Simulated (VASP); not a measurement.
# Ga4Sb4H16 in VASP: single point with PBE

Aim: the single point of Ga4Sb4H16 with PBE.

Program: VASP 6.6.1. These are calculated values, not measurements. Logs are shortened: lines on timing, memory, paths and dates and some standing lists are left out, and cuts for length are marked.

## (1) The cell of the first run

The cell holds a cluster in a box, 24 atoms: a = 16.200 Å, b = 14.900 Å, c = 15.200 Å, α = 90.00°, β = 90.00°, γ = 90.00°.

## (2) Single point, PBE

Contents of INCAR:

```
SYSTEM = GaSbH4
ALGO = Normal
EDIFF = 1E-6
ENCUT = 520
GGA = PE
ISIF = 2
ISMEAR = 0
LASPH = .True.
LCHARG = .True.
LELF = .True.
LREAL = Auto
LVHAR = .True.
LWAVE = .False.
NBANDS = 62
NELM = 100
PREC = Accurate
SIGMA = 0.05
```

Contents of KPOINTS:

```
k-points
0
Gamma
  1 1 1
  0 0 0
```

Contents of POSCAR:

```
GaSbH4
1.0
   16.2000000000      0.0000000000      0.0000000000
    0.0000000000     14.9000000000      0.0000000000
    0.0000000000      0.0000000000     15.2000000000
Ga Sb H
4 4 16
Direct
    0.3739839853      0.3321791881      0.4334286768
    0.3739825227      0.5680178454      0.6644964069
    0.6319726011      0.3155561735      0.6806381232
    0.6055647328      0.5456988450      0.4552420411
    0.4983587678      0.4371146324      0.3702108074
    0.4983396385      0.6324985621      0.5616028521
    0.3065737870      0.4507983375      0.5482705994
    0.6955140998      0.4404678870      0.5584205672
    0.4176371077      0.2588939062      0.4895366000
    0.3121029135      0.3191383157      0.3560446732
    0.4587867056      0.5030327738      0.2882357801
    0.5577865699      0.3723845895      0.3022294875
    0.4176587902      0.5108007564      0.7363339528
    0.3120789345      0.6469405474      0.6772558541
    0.4587714324      0.7160732187      0.4969225369
    0.5577564187      0.7018849335      0.6250244002
    0.5827350225      0.3868117224      0.7359175387
    0.5828432256      0.2592377885      0.6106393425
    0.7155269332      0.2782385603      0.7172222162
    0.2365920733      0.3901089561      0.6077871329
    0.2345296756      0.5100586254      0.4901310737
    0.7623313692      0.4017707405      0.4794860090
    0.7622504207      0.5210173420      0.5964614905
    0.6463222727      0.6129554226      0.3892495292
```

Potentials or basis: VASP PAW PBE potentials, release 64 (Ga_d, Sb, H).

Started as:

```sh
cat potpaw_PBE.64/Ga_d/POTCAR potpaw_PBE.64/Sb/POTCAR potpaw_PBE.64/H/POTCAR > POTCAR
mpirun -np 1 vasp_gam > vasp.out
```

OUTCAR:

```text
SYSTEM = GaSbH4
   EDIFF = 1E-6
   ENCUT = 520
   GGA = PE
   ISIF = 2
   ISMEAR = 0
   LASPH = .True.
   LREAL = Auto
   NELM = 100
   PREC = Accurate

 ion  position               nearest neighbor table
   1  0.374  0.332  0.433-   9 1.56  10 1.56   7 2.71   5 2.73
   2  0.374  0.568  0.664-  13 1.56  14 1.56   7 2.71   6 2.73
   3  0.632  0.316  0.681-  19 1.57  17 1.57  18 1.57   8 2.82
   4  0.606  0.546  0.455-  24 1.56   8 2.65   6 2.70   5 2.70
   5  0.498  0.437  0.370-  12 1.71  11 1.71   4 2.70   1 2.73
   6  0.498  0.632  0.562-  16 1.71  15 1.71   4 2.70   2 2.73
   7  0.307  0.451  0.548-  20 1.71  21 1.71   1 2.71   2 2.71
   8  0.696  0.440  0.558-  23 1.72  22 1.72   4 2.65   3 2.82
   9  0.418  0.259  0.490-   1 1.56
  10  0.312  0.319  0.356-   1 1.56
  11  0.459  0.503  0.288-   5 1.71
  12  0.558  0.372  0.302-   5 1.71
  13  0.418  0.511  0.736-   2 1.56
  14  0.312  0.647  0.677-   2 1.56
[... 8 lines left out ...]
  23  0.762  0.521  0.596-   8 1.72
  24  0.646  0.613  0.389-   4 1.56

  LATTYP: Found a simple orthorhombic cell.
 ALAT       =    14.9000000000
 B/A-ratio  =     1.0201342282
 C/A-ratio  =     1.0872483221

  Lattice vectors:

 A1 = (   0.0000000000,  14.9000000000,   0.0000000000)
 A2 = (   0.0000000000,   0.0000000000,  15.2000000000)
 A3 = (  16.2000000000,   0.0000000000,   0.0000000000)

Analysis of symmetry for initial positions (statically):
=====================================================================
 Subroutine PRICEL returns:
 Original cell was already a primitive cell.

 Routine SETGRP: Setting up the symmetry group for a
 simple orthorhombic supercell.

 Subroutine GETGRP returns: Found  1 space group operations
 (whereof  1 operations were pure point group operations)
 out of a pool of  8 trial point group operations.

The static configuration has the point symmetry C_1 .

Analysis of symmetry for dynamics (positions and initial velocities):
=====================================================================
 Subroutine PRICEL returns:
 Original cell was already a primitive cell.

 Routine SETGRP: Setting up the symmetry group for a
 simple orthorhombic supercell.

 Subroutine GETGRP returns: Found  1 space group operations
 (whereof  1 operations were pure point group operations)
 out of a pool of  8 trial point group operations.

The dynamic configuration has the point symmetry C_1 .

 Subroutine INISYM returns: Found  1 space group operations
 (whereof  1 operations are pure point group operations),
 and found     1 'primitive' translations

----------------------------------------------------------------------------------------

                                     Primitive cell

  volume of cell :    3668.9760

  direct lattice vectors                    reciprocal lattice vectors
    16.200000000  0.000000000  0.000000000     0.061728395  0.000000000  0.000000000
     0.000000000 14.900000000  0.000000000     0.000000000  0.067114094  0.000000000
     0.000000000  0.000000000 15.200000000     0.000000000  0.000000000  0.065789474

  length of vectors
    16.200000000 14.900000000 15.200000000     0.061728395  0.067114094  0.065789474

  position of ions in fractional coordinates (direct lattice)
     0.373983985  0.332179188  0.433428677
     0.373982523  0.568017845  0.664496407
     0.631972601  0.315556173  0.680638123
     0.605564733  0.545698845  0.455242041
     0.498358768  0.437114632  0.370210807
     0.498339638  0.632498562  0.561602852
[... 16 lines left out ...]
     0.762250421  0.521017342  0.596461490
     0.646322273  0.612955423  0.389249529

  ion indices of the primitive-cell ions
   primitive index   ion index
                 1           1
                 2           2
                 3           3
                 4           4
                 5           5
                 6           6
[... 16 lines left out ...]
                23          23
                24          24

----------------------------------------------------------------------------------------

 KPOINTS: k-points

Automatic generation of k-mesh.
 Grid dimensions read from file:
 generate k-points for:    1    1    1

 Generating k-lattice:

  Cartesian coordinates                     Fractional coordinates (reciprocal lattice)
     0.061728395  0.000000000  0.000000000     1.000000000  0.000000000  0.000000000
     0.000000000  0.067114094  0.000000000     0.000000000  1.000000000  0.000000000
     0.000000000  0.000000000  0.065789474     0.000000000  0.000000000  1.000000000

  Length of vectors
     0.061728395  0.067114094  0.065789474

  Shift w.r.t. Gamma in fractional coordinates (k-lattice)
     0.000000000  0.000000000  0.000000000

 Subroutine IBZKPT returns following result:
 ===========================================

 Found      1 irreducible k-points:

 Following reciprocal coordinates:
            Coordinates               Weight
  0.000000  0.000000  0.000000      1.000000
   k-points           NKPTS =      1   k-points in BZ     NKDIM =      1   number of bands    NBANDS=     62
   number of dos      NEDOS =    301   number of ions     NIONS =     24
   total plane-waves  NPLWV = ******
   dimension x,y,z NGX =   120 NGY =  112 NGZ =  120
   dimension x,y,z NGXF=   240 NGYF=  224 NGZF=  240
   ions per type =               4   4  16
   NGX,Y,Z   is equivalent  to a cutoff of  12.31, 12.50, 13.12 a.u.
   NGXF,Y,Z  is equivalent  to a cutoff of  24.63, 24.99, 26.25 a.u.
 SYSTEM =  GaSbH4
   PREC   = accura    normal or accurate (medium, high low for compatibility)
   ISTART =      0    job   : 0-new  1-cont  2-samecut
   ICHARG =      2    charge: 1-file 2-atom 10-const
   ISPIN  =      1    spin polarized calculation?
   LNONCOLLINEAR =      F non collinear calculations
   LSORBIT =      F    spin-orbit coupling
   LASPH  =      T    aspherical Exc in radial PAW
   ENCUT  =  520.0 eV  38.22 Ry    6.18 a.u.  30.12 27.70 28.26*2*pi/ulx,y,z
   NELM   =    100;   NELMIN=  2; NELMDL= -5     # of ELM steps
   EDIFF  = 0.1E-05   stopping-criterion for ELM
   LREAL  =      T    real-space projection
   EDIFFG = 0.1E-04   stopping-criterion for IOM
   NSW    =      0    number of steps for IOM
   IBRION =     -1    ionic relax: 0-MD 1-quasi-New 2-CG
   NFREE  =      0    steps in history (QN), initial steepest desc. (CG)
   ISIF   =      2    stress and relaxation
   ISYM   =      2    0-nonsym 1-usesym 2-fastsym
   POTIM  = 0.5000    time-step for ionic-motion
   TEBEG  =    0.0;   TEEND  =   0.0 temperature during run
   PSTRESS=    0.0 pullay stress
   NELECT =      88.0000    total number of electrons
   NUPDOWN=      -1.0000    fix difference up-down
   EMIN   =  10.00;   EMAX   =-10.00  energy-range for DOS
   EFERMI =   0.00;   METHOD = LEGACY
   ISMEAR =     0;   SIGMA  =   0.05  broadening in eV -4-tet -1-fermi 0-gaus
   EFERMI_NEDOS =   21; number of points for ismear=-14 and -15
   IALGO  =     38    algorithm
   IMIX   =      4    mixing-type and parameters
     AMIX     =   0.40;   BMIX     =  1.00
     AMIX_MAG =   1.60;   BMIX_MAG =  1.00
  volume/ion in A,a.u.               =     152.87      1031.64
  Fermi-wavevector in a.u.,A,eV,Ry     =   0.472122  0.892181  3.032726  0.222899
  Thomas-Fermi vector in A             =   1.465146
   LORBIT       =      0    0 simple, 1 ext, 2 COOP (PROOUT), +10 PAW based schemes
   GGA     = PE    functional components
   LHFCALC =     F    Hartree Fock is set to
   AEXX    =    0.0000 exact exchange contribution
   IVDW    =     0    specifies the selected vdW correction
   LEPSILON=     F    determine dielectric tensor
   LRPA    =     F    only Hartree local field effects (RPA)
 non-spin polarized calculation
 Gauss-broadening in eV      SIGMA  =   0.05
  energy-cutoff  :      520.00
  volume of cell :     3668.98
 maximum number of plane-waves:     49362
   NGX = 61   NGY = 55   NGZ = 57

 number of electron      87.9999986 magnetization

 Free energy of the ion-electron system (eV)
  ---------------------------------------------------
  ext. energy  EPLUGINS =         0.00000000
  ---------------------------------------------------
  free energy    TOTEN  =       -77.34488638 eV

  energy without entropy =      -77.34488638  energy(sigma->0) =      -77.34488638

 E-fermi :  -5.3761     XC(G=0):  -1.3467

 val. band max:       -5.6142762210   @ k =   0.0000   0.0000   0.0000
 cond. band min:      -1.7703462908   @ k =   0.0000   0.0000   0.0000
 fundamental gap:      3.8439299303
 Fermi energy:        -5.3761139994

 k-point     1 :       0.0000    0.0000    0.0000
  band No.  band energies     occupation
      1     -18.8281      2.00000
      2     -18.8164      2.00000
      3     -18.7899      2.00000
      4     -18.7201      2.00000
      5     -18.7164      2.00000
      6     -18.6002      2.00000
[... 48 lines left out ...]
     55      -0.1706      0.00000
     56      -0.0991      0.00000
 [bands above 56 left out]

------------------------ aborting loop because EDIFF is reached ----------------------------------------

  FORCE on cell =-STRESS in cart. coord.  units (eV):
  Direction    XX          YY          ZZ          XY          YZ          ZX
  --------------------------------------------------------------------------------------
  -------------------------------------------------------------------------------------
  Total        0.1680341      0.1331653      0.1304302      0.0287691      0.0045211     -0.0239397
  in kB        0.0733775      0.0581509      0.0569566      0.0125630      0.0019743     -0.0104540
  external PRESSURE =       0.0628284 kB  Pullay stress =       0.0000000 kB

 VOLUME and BASIS-vectors are now :
 -----------------------------------------------------------------------------
  energy-cutoff  :      520.00
  volume of cell :     3668.98
      direct lattice vectors                 reciprocal lattice vectors
    16.200000000  0.000000000  0.000000000     0.061728395  0.000000000  0.000000000
     0.000000000 14.900000000  0.000000000     0.000000000  0.067114094  0.000000000
     0.000000000  0.000000000 15.200000000     0.000000000  0.000000000  0.065789474

 POSITION                                       TOTAL-FORCE (eV/Angst)
 -----------------------------------------------------------------------------------
      6.05854      4.94947      6.58812         0.001972     -0.043981      0.004333
      6.05852      8.46347     10.10035         0.001234     -0.002867      0.043699
     10.23796      4.70179     10.34570        -0.008488      0.006472     -0.007267
      9.81015      8.13091      6.91968         0.007655      0.027679     -0.029249
      8.07341      6.51301      5.62720        -0.028687      0.002000      0.126796
      8.07310      9.42423      8.53636        -0.025709     -0.132532     -0.004010
[... 16 lines left out ...]
     12.34846      7.76316      9.06621         0.064958      0.072043      0.029820
     10.47042      9.13304      5.91659        -0.010634     -0.014120      0.014920
 -----------------------------------------------------------------------------------
    total drift:                               -0.009071     -0.014992     -0.002553

  FREE ENERGIE OF THE ION-ELECTRON SYSTEM (eV)
  ---------------------------------------------------
  free  energy   TOTEN  =       -77.3448863832 eV

  energy  without entropy=      -77.3448863832  energy(sigma->0) =      -77.34488638
```

Run time: 12 min. Hardware: 1 thread of Intel Xeon Platinum 8259CL at 2.50GHz (Skylake/Cascade Lake), shared host; peak memory 2.3 GiB.

Results:

| Item | Value |
| --- | --- |
| Free energy | -77.3449 eV |
| Largest force | 0.154 eV/Å |
| Gap between the frontier levels | 3.84 eV |

Forces on the atoms (eV/Å):
```
Ga   0.002 -0.044  0.004
Ga   0.001 -0.003  0.044
Ga  -0.008  0.006 -0.007
Ga   0.008  0.028 -0.029
Sb  -0.029  0.002  0.127
Sb  -0.026 -0.133 -0.004
Sb   0.147  0.006 -0.005
Sb  -0.130 -0.060  0.057
H   -0.020  0.032 -0.023
H    0.020  0.005  0.024
H   -0.031  0.051 -0.070
H    0.055 -0.053 -0.058
H   -0.020  0.023 -0.032
H    0.020 -0.023 -0.004
H   -0.031  0.070 -0.050
H    0.055  0.059  0.053
H    0.010 -0.012 -0.011
H    0.010  0.012  0.012
H   -0.006  0.004 -0.003
H   -0.073 -0.053  0.054
H   -0.071  0.053 -0.052
H    0.065 -0.029 -0.072
H    0.065  0.072  0.030
H   -0.011 -0.014  0.015
```

Caveat: spin-orbit coupling is left out, which moves the levels of the heavy elements.
